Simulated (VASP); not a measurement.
HfB: single point with PBE

Crystal: HfB.

```
Hf B
1.0
     0.00000    2.31000    2.31000
     2.31000    0.00000    2.31000
     2.31000    2.31000    0.00000
Hf B
1 1
Direct
  0.50000 0.50000 0.50000
  0.00000 0.00000 0.00000
```

* Program: VASP 6.6.1
* Task: single point
* Functional: PBE
* Potentials or basis: VASP PAW PBE potentials, release 64 (Hf_pv, B)
* Cutoff: 520 eV
* k mesh: 8 × 8 × 8
* Occupations: gaussian, width 0.1 eV
* Spin: no spin polarisation

* Pressure: 30.7 GPa

Levels at points of the mesh, in eV from the Fermi level:
| k point | band 4 | band 5 | band 6 | band 7 | band 8 | band 9 | band 10 | band 11 |
| --- | --- | --- | --- | --- | --- | --- | --- | --- |
| (0.00, 0.00, 0.00) | -9.63 | 2.14 | 2.14 | 2.14 | 3.91 | 3.91 | 3.91 | 4.17 |
| (0.50, 0.00, 0.00) | -5.08 | -4.12 | -1.43 | -1.43 | 6.49 | 6.49 | 7.54 | 8.40 |
| (0.50, 0.50, 0.00) | -6.79 | -1.16 | -0.96 | 2.32 | 2.32 | 6.20 | 7.86 | 7.86 |

Run time: 3.2 s on 1 thread of Intel(R) Xeon(R) 6975P-C (Granite Rapids), with other jobs on the host, peak memory 0.14 GiB.

Caveat: spin-orbit coupling is left out, which moves the levels of the heavy elements.
